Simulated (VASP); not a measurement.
# Sb (I4/mcm) in VASP: a series of runs

The runs below take Sb through single point, with PBEsol.

Everything below comes from runs of VASP 6.6.1. Logs are shortened: lines on timing, memory, paths and dates and some standing lists are left out, and cuts for length are marked.

## 1. The cell of the first run

The structure is tetragonal, space group I4/mcm (No. 140). Conventional cell: a = 7.976 Å, b = 7.976 Å, c = 4.064 Å, α = 90.00°, β = 90.00°, γ = 90.00°. Sb (site symmetry m2m) has 9 Sb at 3.02 to 4.06 Å within 4.1 Å.

## 2. Single point, PBEsol

File INCAR:

```
SYSTEM = Sb
  PREC = Accurate
  ENCUT = 520
  EDIFF = 1E-6
  ISMEAR = -1
  SIGMA = 0.05
  LREAL = .False.
  LASPH = .True.
  NELM = 100
  ALGO = Normal
  ISIF = 2
  LWAVE = .False.
  LCHARG = .False.
  GGA = PS
  NBANDS = 18
```

File KPOINTS:

```
Automatic mesh
0
Gamma
  7 7 7
  0 0 0
```

File POSCAR:

```
Sb
1.0
   -3.9881173768      3.9881173768      2.0321109401
    3.9881173768     -3.9881173768      2.0321109401
    3.9881173768      3.9881173768     -2.0321109401
Sb
4
Direct
    0.6510589435      0.1510589435      0.8021178869
    0.1510589435      0.3489410565      0.5000000000
    0.3489410565      0.8489410565      0.1978821131
    0.8489410565      0.6510589435      0.5000000000
```

Potentials or basis: VASP PAW PBE potentials, release 64 (Sb).

On the command line:

```console
cat potpaw_PBE.64/Sb/POTCAR > POTCAR
mpirun -np 1 vasp_std > vasp.out
```

OUTCAR:

```text
SYSTEM = Sb
   PREC = Accurate
   ENCUT = 520
   EDIFF = 1E-6
   ISMEAR = -1
   LREAL = .False.
   LASPH = .True.
   NELM = 100
   ISIF = 2
   GGA = PS

 ion  position               nearest neighbor table
   1  0.651  0.151  0.802-   3 3.02   3 3.02   2 3.15   4 3.15   2 3.15   4 3.15   3 3.41
   2  0.151  0.349  0.500-   4 3.02   4 3.02   3 3.15   1 3.15   1 3.15   3 3.15   4 3.41
   3  0.349  0.849  0.198-   1 3.02   1 3.02   4 3.15   2 3.15   2 3.15   4 3.15   1 3.41
   4  0.849  0.651  0.500-   2 3.02   2 3.02   1 3.15   3 3.15   1 3.15   3 3.15   2 3.41

  LATTYP: Found a body centered tetragonal cell.
 ALAT       =     7.9762347536
 C/A-ratio  =     0.5095414072

  Lattice vectors:

 A1 = (  -3.9881173768,   3.9881173768,   2.0321109401)
 A2 = (   3.9881173768,  -3.9881173768,   2.0321109401)
 A3 = (   3.9881173768,   3.9881173768,  -2.0321109401)

Analysis of symmetry for initial positions (statically):
=====================================================================
 Subroutine PRICEL returns:
 Original cell was already a primitive cell.

 Routine SETGRP: Setting up the symmetry group for a
 body centered tetragonal supercell.

 Subroutine GETGRP returns: Found 16 space group operations
 (whereof  8 operations were pure point group operations)
 out of a pool of 16 trial point group operations.

The static configuration has the point symmetry C_4h.
 The point group associated with its full space group is D_4h.

Analysis of symmetry for dynamics (positions and initial velocities):
=====================================================================
 Subroutine PRICEL returns:
 Original cell was already a primitive cell.

 Routine SETGRP: Setting up the symmetry group for a
 body centered tetragonal supercell.

 Subroutine GETGRP returns: Found 16 space group operations
 (whereof  8 operations were pure point group operations)
 out of a pool of 16 trial point group operations.

The dynamic configuration has the point symmetry C_4h.
 The point group associated with its full space group is D_4h.

 Subroutine INISYM returns: Found 16 space group operations
 (whereof  8 operations are pure point group operations),
 and found     1 'primitive' translations

----------------------------------------------------------------------------------------

                                     Primitive cell

  volume of cell :     129.2836

  direct lattice vectors                    reciprocal lattice vectors
    -3.988117377  3.988117377  2.032110940     0.000000000  0.125372438  0.246049559
     3.988117377 -3.988117377  2.032110940     0.125372438  0.000000000  0.246049559
     3.988117377  3.988117377 -2.032110940     0.125372438  0.125372438  0.000000000

  length of vectors
     5.994967497  5.994967497  5.994967497     0.276149658  0.276149658  0.177303403

  position of ions in fractional coordinates (direct lattice)
     0.651058943  0.151058943  0.802117887
     0.151058943  0.348941057  0.500000000
     0.348941057  0.848941057  0.197882113
     0.848941057  0.651058943  0.500000000

  ion indices of the primitive-cell ions
   primitive index   ion index
                 1           1
                 2           2
                 3           3
                 4           4

----------------------------------------------------------------------------------------

 KPOINTS: Automatic mesh

Automatic generation of k-mesh.
 Grid dimensions read from file:
 generate k-points for:    7    7    7

 Generating k-lattice:

  Cartesian coordinates                     Fractional coordinates (reciprocal lattice)
     0.000000000  0.017910348  0.035149937     0.142857143 -0.000000000  0.000000000
     0.017910348  0.000000000  0.035149937    -0.000000000  0.142857143  0.000000000
     0.017910348  0.017910348  0.000000000     0.000000000  0.000000000  0.142857143

  Length of vectors
     0.039449951  0.039449951  0.025329058

  Shift w.r.t. Gamma in fractional coordinates (k-lattice)
     0.000000000  0.000000000  0.000000000

 Subroutine IBZKPT returns following result:
 ===========================================

 Found     40 irreducible k-points:

 Following reciprocal coordinates:
            Coordinates               Weight
  0.000000  0.000000  0.000000      1.000000
  0.142857  0.000000 -0.000000      8.000000
  0.285714 -0.000000  0.000000      8.000000
  0.428571  0.000000 -0.000000      8.000000
  0.142857  0.142857 -0.000000      8.000000
  0.285714  0.142857  0.000000     16.000000
[... 16 lines left out ...]
 -0.142857  0.285714  0.142857      8.000000
 -0.428571  0.428571  0.142857      8.000000
 [... further k-points ...]
   k-points           NKPTS =     40   k-points in BZ     NKDIM =     40   number of bands    NBANDS=     18
   number of dos      NEDOS =    301   number of ions     NIONS =      4
   total plane-waves  NPLWV = 110592
   dimension x,y,z NGX =    48 NGY =   48 NGZ =   48
   dimension x,y,z NGXF=    96 NGYF=   96 NGZF=   96
   ions per type =               4
   NGX,Y,Z   is equivalent  to a cutoff of  13.31, 13.31, 13.31 a.u.
   NGXF,Y,Z  is equivalent  to a cutoff of  26.62, 26.62, 26.62 a.u.
 SYSTEM =  Sb
   PREC   = accura    normal or accurate (medium, high low for compatibility)
   ISTART =      0    job   : 0-new  1-cont  2-samecut
   ICHARG =      2    charge: 1-file 2-atom 10-const
   ISPIN  =      1    spin polarized calculation?
   LNONCOLLINEAR =      F non collinear calculations
   LSORBIT =      F    spin-orbit coupling
   LASPH  =      T    aspherical Exc in radial PAW
   ENCUT  =  520.0 eV  38.22 Ry    6.18 a.u.  11.15 11.15 11.15*2*pi/ulx,y,z
   NELM   =    100;   NELMIN=  2; NELMDL= -5     # of ELM steps
   EDIFF  = 0.1E-05   stopping-criterion for ELM
   LREAL  =      F    real-space projection
[... 7 lines left out ...]
   TEBEG  =    0.0;   TEEND  =   0.0 temperature during run
   PSTRESS=    0.0 pullay stress
   NELECT =      20.0000    total number of electrons
   NUPDOWN=      -1.0000    fix difference up-down
   EMIN   =  10.00;   EMAX   =-10.00  energy-range for DOS
   EFERMI =   0.00;   METHOD = LEGACY
   ISMEAR =    -1;   SIGMA  =   0.05  broadening in eV -4-tet -1-fermi 0-gaus
   EFERMI_NEDOS =   21; number of points for ismear=-14 and -15
   IALGO  =     38    algorithm
   IMIX   =      4    mixing-type and parameters
     AMIX     =   0.40;   BMIX     =  1.00
     AMIX_MAG =   1.60;   BMIX_MAG =  1.00
  volume/ion in A,a.u.               =      32.32       218.11
  Fermi-wavevector in a.u.,A,eV,Ry     =   0.878828  1.660744 10.508298  0.772338
  Thomas-Fermi vector in A             =   1.998968
   LORBIT       =      0    0 simple, 1 ext, 2 COOP (PROOUT), +10 PAW based schemes
   GGA     = PS    functional components
   LHFCALC =     F    Hartree Fock is set to
   AEXX    =    0.0000 exact exchange contribution
   IVDW    =     0    specifies the selected vdW correction
   LEPSILON=     F    determine dielectric tensor
   LRPA    =     F    only Hartree local field effects (RPA)
 non-spin polarized calculation
  energy-cutoff  :      520.00
  volume of cell :      129.28
 maximum number of plane-waves:      3507
 NGX is ok and might be reduce to    48
   NGX = 23   NGY = 23   NGZ = 23

 number of electron      20.0000000 magnetization

 Free energy of the ion-electron system (eV)
  ---------------------------------------------------
  ext. energy  EPLUGINS =         0.00000000
  ---------------------------------------------------
  free energy    TOTEN  =       -17.18272935 eV

  energy without entropy =      -17.16088459  energy(sigma->0) =      -17.17180697

 E-fermi :   6.1511     XC(G=0):  -9.2003

 val. band max:        6.1286930629   @ k =  -0.1429   0.1429   0.1429
 cond. band min:       6.1858725258   @ k =   0.2857   0.2857   0.0000
 fundamental gap:      0.0571794629
 Fermi energy:         6.1510839128

 k-point     1 :       0.0000    0.0000    0.0000
  band No.  band energies     occupation
      1      -6.4709      2.00000
      2      -2.9781      2.00000
      3      -1.7552      2.00000
      4      -1.7552      2.00000
      5       1.3111      2.00000
      6       4.6312      2.00000
[... 10 lines left out ...]
     17      12.0091      0.00000
     18      12.7300      0.00000

 k-point     2 :       0.1429    0.0000   -0.0000
  band No.  band energies     occupation
      1      -6.2467      2.00000
      2      -3.0358      2.00000
      3      -1.8254      2.00000
      4      -1.4962      2.00000
      5       1.6737      2.00000
      6       2.8233      2.00000
[... 10 lines left out ...]
     17      10.9261      0.00000
     18      12.4499      0.00000

 k-point     3 :       0.2857   -0.0000    0.0000
  band No.  band energies     occupation
      1      -5.5790      2.00000
      2      -2.9883      2.00000
      3      -1.9844      2.00000
      4      -1.6481      2.00000
      5       1.6806      2.00000
      6       1.7122      2.00000
[... 10 lines left out ...]
     17      11.1251      0.00000
     18      13.0076      0.00000

 k-point     4 :       0.4286    0.0000   -0.0000
  band No.  band energies     occupation
      1      -4.4918      2.00000
      2      -3.1241      2.00000
      3      -2.5795      2.00000
      4      -2.2554      2.00000
      5       1.1128      2.00000
      6       1.2739      2.00000
[... 10 lines left out ...]
     17      11.7999      0.00000
     18      12.1598      0.00000

 k-point     5 :       0.1429    0.1429   -0.0000
  band No.  band energies     occupation
      1      -5.6529      2.00000
      2      -2.8617      2.00000
      3      -1.7618      2.00000
      4      -1.6790      2.00000
      5       1.3326      2.00000
      6       1.9880      2.00000
[... 10 lines left out ...]
     17      10.7342      0.00000
     18      12.6906      0.00000

 k-point     6 :       0.2857    0.1429    0.0000
  band No.  band energies     occupation
      1      -4.6316      2.00000
      2      -2.9764      2.00000
      3      -2.4701      2.00000
      4      -2.1928      2.00000
      5       1.0474      2.00000
      6       1.4737      2.00000
[... 10 lines left out ...]
     17      11.8377      0.00000
     18      12.3050      0.00000

 k-point     7 :       0.4286    0.1429   -0.0000
  band No.  band energies     occupation
      1      -4.2566      2.00000
      2      -3.2680      2.00000
      3      -2.8663      2.00000
      4      -2.3162      2.00000
      5       1.0119      2.00000
      6       1.8713      2.00000
[... 10 lines left out ...]
     17      11.9469      0.00000
     18      12.1964      0.00000

 k-point     8 :      -0.4286    0.1429   -0.0000
  band No.  band energies     occupation
      1      -5.3751      2.00000
      2      -3.3830      2.00000
      3      -2.1887      2.00000
      4      -1.6902      2.00000
      5       1.5465      2.00000
      6       2.3058      2.00000
[... 10 lines left out ...]
     17      11.6050      0.00000
     18      12.7305      0.00000
[... 229 lines left out ...]
     17      11.2165      0.00000
     18      12.3548      0.00000

 k-point    20 :       0.2857    0.2857    0.1429
  band No.  band energies     occupation
      1      -4.2700      2.00000
      2      -3.1542      2.00000
      3      -3.0927      2.00000
      4      -2.2040      2.00000
      5       1.3885      2.00000
      6       2.3944      2.00000
[... 10 lines left out ...]
     17      12.7777      0.00000
     18      13.2401      0.00000

 k-point    21 :       0.4286    0.2857    0.1429
  band No.  band energies     occupation
      1      -5.2243      2.00000
      2      -3.8104      2.00000
      3      -1.9337      2.00000
      4      -1.6376      2.00000
      5       1.1540      2.00000
      6       2.1805      2.00000
[... 10 lines left out ...]
     17      12.1758      0.00000
     18      12.5577      0.00000

 k-point    22 :      -0.2857    0.2857    0.1429
  band No.  band energies     occupation
      1      -6.1123      2.00000
      2      -3.9994      2.00000
      3      -2.5092      2.00000
      4      -0.5970      2.00000
      5       2.5846      2.00000
      6       3.1510      2.00000
[... 10 lines left out ...]
     17      10.4475      0.00000
     18      11.5548      0.00000

 k-point    23 :      -0.1429    0.2857    0.1429
  band No.  band energies     occupation
      1      -5.9519      2.00000
      2      -3.6892      2.00000
      3      -2.6004      2.00000
      4      -0.7169      2.00000
      5       2.5629      2.00000
      6       2.6693      2.00000
[... 10 lines left out ...]
     17      11.2820      0.00000
     18      11.7780      0.00000

 k-point    24 :      -0.4286    0.4286    0.1429
  band No.  band energies     occupation
      1      -5.8655      2.00000
      2      -4.4718      2.00000
      3      -2.5580      2.00000
      4      -0.4132      2.00000
      5       2.6714      2.00000
      6       3.5367      2.00000
[... 10 lines left out ...]
     17      10.5337      0.00000
     18      11.0789      0.00000

 [... further k-points ...]
[... 5 lines left out ...]
  --------------------------------------------------------------------------------------
  -------------------------------------------------------------------------------------
  Total        0.0519844      0.0519844      0.0849931      0.0000000      0.0000000     -0.0000000
  in kB        0.6442288      0.6442288      1.0532974      0.0000000      0.0000000     -0.0000000
  external PRESSURE =       0.7805850 kB  Pullay stress =       0.0000000 kB

 VOLUME and BASIS-vectors are now :
 -----------------------------------------------------------------------------
  energy-cutoff  :      520.00
  volume of cell :      129.28
      direct lattice vectors                 reciprocal lattice vectors
    -3.988117377  3.988117377  2.032110940     0.000000000  0.125372438  0.246049559
     3.988117377 -3.988117377  2.032110940     0.125372438  0.000000000  0.246049559
     3.988117377  3.988117377 -2.032110940     0.125372438  0.125372438  0.000000000

 POSITION                                       TOTAL-FORCE (eV/Angst)
 -----------------------------------------------------------------------------------
      1.20488      5.19300      0.00000        -0.009125     -0.009125     -0.000000
      2.78324      1.20488      0.00000         0.009125     -0.009125      0.000000
      2.78324     -1.20488      2.03211         0.009125      0.009125      0.000000
      1.20488      2.78324      2.03211        -0.009125      0.009125     -0.000000
 -----------------------------------------------------------------------------------
    total drift:                                0.000000     -0.000000     -0.000000

  FREE ENERGIE OF THE ION-ELECTRON SYSTEM (eV)
  ---------------------------------------------------
  free  energy   TOTEN  =       -17.1827293478 eV

  energy  without entropy=      -17.1608845921  energy(sigma->0) =      -17.17180697
```

Wall time 3.1 min (1 thread of Intel Xeon 8259CL, shared host); peak memory 0.33 GiB.

Results:

| Item | Value |
| --- | --- |
| Free energy | -17.1827 eV |
| Pressure | 0.1 GPa |
| Largest force | 0.013 eV/Å |
| Band gap on the k mesh | zero (bands 10 and 11 overlap by 1.60 eV) |

Forces in eV/Å, atoms in the order of the input:
```
Sb  -0.009 -0.009  0.000
Sb   0.009 -0.009  0.000
Sb   0.009  0.009  0.000
Sb  -0.009  0.009  0.000
```

Levels at points of the mesh, in eV from the Fermi level:
```tsv
k point	band 6	band 7	band 8	band 9	band 10	band 11	band 12	band 13	band 14	band 15
(0.00, 0.00, 0.00)	-1.52	-1.16	-1.12	-1.12	-1.02	-1.02	-0.51	2.59	2.59	3.29
```

Caveat: the PAW data sets were made with another functional, which shifts forces and pressure a little; spin-orbit coupling is left out, which moves the levels of the heavy elements.

(Continued in part 2 of 2.)
